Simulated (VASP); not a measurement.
# Na3SbF6 (Fm-3m) in VASP: single point with PBE

Aim: the single point of Na3SbF6 with PBE.

Everything below comes from runs of VASP 6.6.1. Logs are shortened: lines on timing, memory, paths and dates and some standing lists are left out, and cuts for length are marked.

### 1 The cell of the first run

It takes space group Fm-3m (No. 225, cubic). Conventional cell: a = 8.821 Å, b = 8.821 Å, c = 8.821 Å, α = 90.00°, β = 90.00°, γ = 90.00°. Na (site symmetry -43m) has 12 F at 3.12 Å and 4 Na at 3.82 Å and 4 Sb at 3.82 Å within 4.1 Å. Within 2.9 Å of Na (site symmetry m-3m) lie 6 F at 2.22 Å. Within 2.9 Å of Sb (site symmetry m-3m) lie 6 F at 2.19 Å. F (site symmetry 4mm) has 1 Sb at 2.19 Å and 1 Na at 2.22 Å within 2.9 Å.

### 2 Single point, PBE

Contents of INCAR:

```
SYSTEM = Na3SbF6
ALGO = Normal ; EDIFF = 1E-6
ENCUT = 1130 ; GGA = PE
GGA_COMPAT = .False. ; ISIF = 2
ISMEAR = 0 ; LASPH = .True.
LCHARG = .False. ; LREAL = .False.
LWAVE = .False. ; NBANDS = 53
NELM = 120 ; PREC = Accurate
SIGMA = 0.02
```

Contents of KPOINTS:

```
k-points
0
Gamma
  6 6 6
  0 0 0
```

Contents of POSCAR:

```
Na3SbF6
1.0
    0.0000000000      4.4107157506      4.4107157506
    4.4107157506      0.0000000000      4.4107157506
    4.4107157506      4.4107157506      0.0000000000
Na Sb F
3 1 6
Direct
    0.7500000000      0.7500000000      0.7500000000
    0.2500000000      0.2500000000      0.2500000000
    0.5000000000      0.5000000000      0.5000000000
    0.0000000000      0.0000000000      0.0000000000
    0.7522164618      0.2477835382      0.2477835382
    0.2477835382      0.2477835382      0.7522164618
    0.2477835382      0.7522164618      0.7522164618
    0.2477835382      0.7522164618      0.2477835382
    0.7522164618      0.2477835382      0.7522164618
    0.7522164618      0.7522164618      0.2477835382
```

Potentials or basis: VASP PAW PBE potentials, release 64 (Na_sv, Sb_d_GW, F).

The run is started by

```console
$ cat potpaw_PBE.64/Na_sv/POTCAR potpaw_PBE.64/Sb_d_GW/POTCAR potpaw_PBE.64/F/POTCAR > POTCAR
$ mpirun -np 1 vasp_std > vasp.out
```

OUTCAR:

```text
SYSTEM = Na3SbF6
   EDIFF = 1E-6
   ENCUT = 1130
   GGA = PE
   ISIF = 2
   ISMEAR = 0
   LASPH = .True.
   LREAL = .False.
   NELM = 120
   PREC = Accurate

 ion  position               nearest neighbor table
   1  0.750  0.750  0.750-
   2  0.250  0.250  0.250-
   3  0.500  0.500  0.500-
   4  0.000  0.000  0.000-   5 2.19   6 2.19   7 2.19   8 2.19   9 2.19  10 2.19
   5  0.752  0.248  0.248-   4 2.19
   6  0.248  0.248  0.752-   4 2.19
   7  0.248  0.752  0.752-   4 2.19
   8  0.248  0.752  0.248-   4 2.19
   9  0.752  0.248  0.752-   4 2.19
  10  0.752  0.752  0.248-   4 2.19

  LATTYP: Found a face centered cubic cell.
 ALAT       =     8.8214315012

  Lattice vectors:

 A1 = (   0.0000000000,   4.4107157506,   4.4107157506)
 A2 = (   4.4107157506,   0.0000000000,   4.4107157506)
 A3 = (   4.4107157506,   4.4107157506,   0.0000000000)

Analysis of symmetry for initial positions (statically):
=====================================================================
 Subroutine PRICEL returns:
 Original cell was already a primitive cell.

 Routine SETGRP: Setting up the symmetry group for a
 face centered cubic supercell.

 Subroutine GETGRP returns: Found 48 space group operations
 (whereof 48 operations were pure point group operations)
 out of a pool of 48 trial point group operations.

The static configuration has the point symmetry O_h .

Analysis of symmetry for dynamics (positions and initial velocities):
=====================================================================
 Subroutine PRICEL returns:
 Original cell was already a primitive cell.

 Routine SETGRP: Setting up the symmetry group for a
 face centered cubic supercell.

 Subroutine GETGRP returns: Found 48 space group operations
 (whereof 48 operations were pure point group operations)
 out of a pool of 48 trial point group operations.

The dynamic configuration has the point symmetry O_h .

 Subroutine INISYM returns: Found 48 space group operations
 (whereof 48 operations are pure point group operations),
 and found     1 'primitive' translations

----------------------------------------------------------------------------------------

                                     Primitive cell

  volume of cell :     171.6158

  direct lattice vectors                    reciprocal lattice vectors
     0.000000000  4.410715751  4.410715751    -0.113360286  0.113360286  0.113360286
     4.410715751  0.000000000  4.410715751     0.113360286 -0.113360286  0.113360286
     4.410715751  4.410715751  0.000000000     0.113360286  0.113360286 -0.113360286

  length of vectors
     6.237694034  6.237694034  6.237694034     0.196345775  0.196345775  0.196345775

  position of ions in fractional coordinates (direct lattice)
     0.750000000  0.750000000  0.750000000
     0.250000000  0.250000000  0.250000000
     0.500000000  0.500000000  0.500000000
     0.000000000  0.000000000  0.000000000
     0.752216462  0.247783538  0.247783538
     0.247783538  0.247783538  0.752216462
     0.247783538  0.752216462  0.752216462
     0.247783538  0.752216462  0.247783538
     0.752216462  0.247783538  0.752216462
     0.752216462  0.752216462  0.247783538

  ion indices of the primitive-cell ions
   primitive index   ion index
                 1           1
                 2           2
                 3           3
                 4           4
                 5           5
                 6           6
                 7           7
                 8           8
                 9           9
                10          10

----------------------------------------------------------------------------------------

 KPOINTS: k-points

Automatic generation of k-mesh.
 Grid dimensions read from file:
 generate k-points for:    6    6    6

 Generating k-lattice:

  Cartesian coordinates                     Fractional coordinates (reciprocal lattice)
    -0.018893381  0.018893381  0.018893381     0.166666667  0.000000000  0.000000000
     0.018893381 -0.018893381  0.018893381     0.000000000  0.166666667  0.000000000
     0.018893381  0.018893381 -0.018893381     0.000000000  0.000000000  0.166666667

  Length of vectors
     0.032724296  0.032724296  0.032724296

  Shift w.r.t. Gamma in fractional coordinates (k-lattice)
     0.000000000  0.000000000  0.000000000

 Subroutine IBZKPT returns following result:
 ===========================================

 Found     16 irreducible k-points:

 Following reciprocal coordinates:
            Coordinates               Weight
  0.000000  0.000000  0.000000      1.000000
  0.166667  0.000000  0.000000      8.000000
  0.333333  0.000000  0.000000      8.000000
  0.500000  0.000000  0.000000      4.000000
  0.166667  0.166667  0.000000      6.000000
  0.333333  0.166667  0.000000     24.000000
[... 8 lines left out ...]
 -0.333333  0.333333  0.166667     24.000000
 -0.333333  0.500000  0.166667     12.000000
   k-points           NKPTS =     16   k-points in BZ     NKDIM =     16   number of bands    NBANDS=     53
   number of dos      NEDOS =    301   number of ions     NIONS =     10
   total plane-waves  NPLWV = 343000
   dimension x,y,z NGX =    70 NGY =   70 NGZ =   70
   dimension x,y,z NGXF=   140 NGYF=  140 NGZF=  140
   ions per type =               3   1   6
   NGX,Y,Z   is equivalent  to a cutoff of  18.66, 18.66, 18.66 a.u.
   NGXF,Y,Z  is equivalent  to a cutoff of  37.31, 37.31, 37.31 a.u.
 SYSTEM =  Na3SbF6
   PREC   = accura    normal or accurate (medium, high low for compatibility)
   ISTART =      0    job   : 0-new  1-cont  2-samecut
   ICHARG =      2    charge: 1-file 2-atom 10-const
   ISPIN  =      1    spin polarized calculation?
   LNONCOLLINEAR =      F non collinear calculations
   LSORBIT =      F    spin-orbit coupling
   LASPH  =      T    aspherical Exc in radial PAW
   ENCUT  = 1130.0 eV  83.05 Ry    9.11 a.u.  17.10 17.10 17.10*2*pi/ulx,y,z
   NELM   =    120;   NELMIN=  2; NELMDL= -5     # of ELM steps
   EDIFF  = 0.1E-05   stopping-criterion for ELM
   LREAL  =      F    real-space projection
   EDIFFG = 0.1E-04   stopping-criterion for IOM
   NSW    =      0    number of steps for IOM
   IBRION =     -1    ionic relax: 0-MD 1-quasi-New 2-CG
   NFREE  =      0    steps in history (QN), initial steepest desc. (CG)
   ISIF   =      2    stress and relaxation
   ISYM   =      2    0-nonsym 1-usesym 2-fastsym
   POTIM  = 0.5000    time-step for ionic-motion
   TEBEG  =    0.0;   TEEND  =   0.0 temperature during run
   PSTRESS=    0.0 pullay stress
   NELECT =      84.0000    total number of electrons
   NUPDOWN=      -1.0000    fix difference up-down
   EMIN   =  10.00;   EMAX   =-10.00  energy-range for DOS
   EFERMI =   0.00;   METHOD = LEGACY
   ISMEAR =     0;   SIGMA  =   0.02  broadening in eV -4-tet -1-fermi 0-gaus
   EFERMI_NEDOS =   21; number of points for ismear=-14 and -15
   IALGO  =     38    algorithm
   IMIX   =      4    mixing-type and parameters
     AMIX     =   0.40;   BMIX     =  1.00
     AMIX_MAG =   1.60;   BMIX_MAG =  1.00
  volume/ion in A,a.u.               =      17.16       115.81
  Fermi-wavevector in a.u.,A,eV,Ry     =   1.290176  2.438079 22.647623  1.664553
  Thomas-Fermi vector in A             =   2.422023
   LORBIT       =      0    0 simple, 1 ext, 2 COOP (PROOUT), +10 PAW based schemes
   GGA     = PE    functional components
   LHFCALC =     F    Hartree Fock is set to
   AEXX    =    0.0000 exact exchange contribution
   IVDW    =     0    specifies the selected vdW correction
   LEPSILON=     F    determine dielectric tensor
   LRPA    =     F    only Hartree local field effects (RPA)
 non-spin polarized calculation
 Gauss-broadening in eV      SIGMA  =   0.02
  energy-cutoff  :     1130.00
  volume of cell :      171.62
 maximum number of plane-waves:     14841
 NGX is ok and might be reduce to    70
   NGX = 35   NGY = 35   NGZ = 35

 number of electron      84.0000010 magnetization

 Free energy of the ion-electron system (eV)
  ---------------------------------------------------
  ext. energy  EPLUGINS =         0.00000000
  ---------------------------------------------------
  free energy    TOTEN  =       -43.27659648 eV

  energy without entropy =      -43.27659648  energy(sigma->0) =      -43.27659648

 E-fermi :   0.5477     XC(G=0):  -8.0837

 val. band max:        0.3615436114   @ k =  -0.3333   0.5000   0.1667
 cond. band min:       3.7075896145   @ k =   0.0000   0.0000   0.0000
 fundamental gap:      3.3460460031
 Fermi energy:         0.5476980117

 k-point     1 :       0.0000    0.0000    0.0000
  band No.  band energies     occupation
      1     -51.5408      2.00000
      2     -51.5407      2.00000
      3     -48.5909      2.00000
      4     -28.3403      2.00000
      5     -28.3403      2.00000
      6     -28.2769      2.00000
[... 45 lines left out ...]
     52       9.7526      0.00000
     53      10.5759      0.00000

 k-point     2 :       0.1667    0.0000    0.0000
  band No.  band energies     occupation
      1     -51.5408      2.00000
      2     -51.5407      2.00000
      3     -48.5909      2.00000
      4     -28.3403      2.00000
      5     -28.3403      2.00000
      6     -28.2769      2.00000
[... 45 lines left out ...]
     52       9.3739      0.00000
     53      10.2985      0.00000

 k-point     3 :       0.3333    0.0000    0.0000
  band No.  band energies     occupation
      1     -51.5408      2.00000
      2     -51.5408      2.00000
      3     -48.5909      2.00000
      4     -28.3404      2.00000
      5     -28.3404      2.00000
      6     -28.2769      2.00000
[... 45 lines left out ...]
     52       9.2177      0.00000
     53       9.5469      0.00000
[... 617 lines left out ...]
 k-point    15 :      -0.3333    0.3333    0.1667
  band No.  band energies     occupation
      1     -51.5408      2.00000
      2     -51.5408      2.00000
      3     -48.5909      2.00000
      4     -28.3405      2.00000
      5     -28.3404      2.00000
      6     -28.2769      2.00000
[... 45 lines left out ...]
     52      10.0645      0.00000
     53      10.1058      0.00000

 k-point    16 :      -0.3333    0.5000    0.1667
  band No.  band energies     occupation
      1     -51.5408      2.00000
      2     -51.5408      2.00000
      3     -48.5909      2.00000
      4     -28.3405      2.00000
      5     -28.3403      2.00000
      6     -28.2769      2.00000
[... 45 lines left out ...]
     52      10.1310      0.00000
     53      10.4685      0.00000

------------------------ aborting loop because EDIFF is reached ----------------------------------------

  FORCE on cell =-STRESS in cart. coord.  units (eV):
  Direction    XX          YY          ZZ          XY          YZ          ZX
  --------------------------------------------------------------------------------------
  -------------------------------------------------------------------------------------
  Total       -0.1023135     -0.1023135     -0.1023135      0.0000000      0.0000000      0.0000000
  in kB       -0.9551826     -0.9551826     -0.9551826      0.0000000      0.0000000      0.0000000
  external PRESSURE =      -0.9551826 kB  Pullay stress =       0.0000000 kB

 VOLUME and BASIS-vectors are now :
 -----------------------------------------------------------------------------
  energy-cutoff  :     1130.00
  volume of cell :      171.62
      direct lattice vectors                 reciprocal lattice vectors
     0.000000000  4.410715751  4.410715751    -0.113360286  0.113360286  0.113360286
     4.410715751  0.000000000  4.410715751     0.113360286 -0.113360286  0.113360286
     4.410715751  4.410715751  0.000000000     0.113360286  0.113360286 -0.113360286

 POSITION                                       TOTAL-FORCE (eV/Angst)
 -----------------------------------------------------------------------------------
      6.61607      6.61607      6.61607         0.000000     -0.000000     -0.000000
      2.20536      2.20536      2.20536         0.000000     -0.000000     -0.000000
      4.41072      4.41072      4.41072         0.000000     -0.000000     -0.000000
      0.00000      0.00000      0.00000         0.000000     -0.000000     -0.000000
      2.18581      4.41072      4.41072         0.008321     -0.000000     -0.000000
      4.41072      4.41072      2.18581         0.000000     -0.000000      0.008321
      6.63563      4.41072      4.41072        -0.008321     -0.000000     -0.000000
      4.41072      2.18581      4.41072         0.000000      0.008321     -0.000000
      4.41072      6.63563      4.41072         0.000000     -0.008321     -0.000000
      4.41072      4.41072      6.63563         0.000000     -0.000000     -0.008321
 -----------------------------------------------------------------------------------
    total drift:                               -0.000000     -0.000000      0.000000

  FREE ENERGIE OF THE ION-ELECTRON SYSTEM (eV)
  ---------------------------------------------------
  free  energy   TOTEN  =       -43.2765964793 eV

  energy  without entropy=      -43.2765964793  energy(sigma->0) =      -43.27659648
```

It took 8.1 min on 1 thread of Intel Xeon Platinum 8488C (Sapphire Rapids), shared host; peak memory 0.97 GiB.

What came out:

* Free energy: -43.2766 eV
* Pressure: -0.1 GPa
* Largest force: 0.008 eV/Å
* Band gap on the k mesh: 3.35 eV (least direct gap 3.58 eV)

Forces on the atoms (eV/Å):
```
Na   0.000  0.000  0.000
Na   0.000  0.000  0.000
Na   0.000  0.000  0.000
Sb   0.000  0.000  0.000
F    0.008  0.000  0.000
F    0.000  0.000  0.008
F   -0.008  0.000  0.000
F    0.000  0.008  0.000
F    0.000 -0.008  0.000
F    0.000  0.000 -0.008
```

Caveat: spin-orbit coupling is left out, which moves the levels of the heavy elements. A k mesh can miss the band edges.
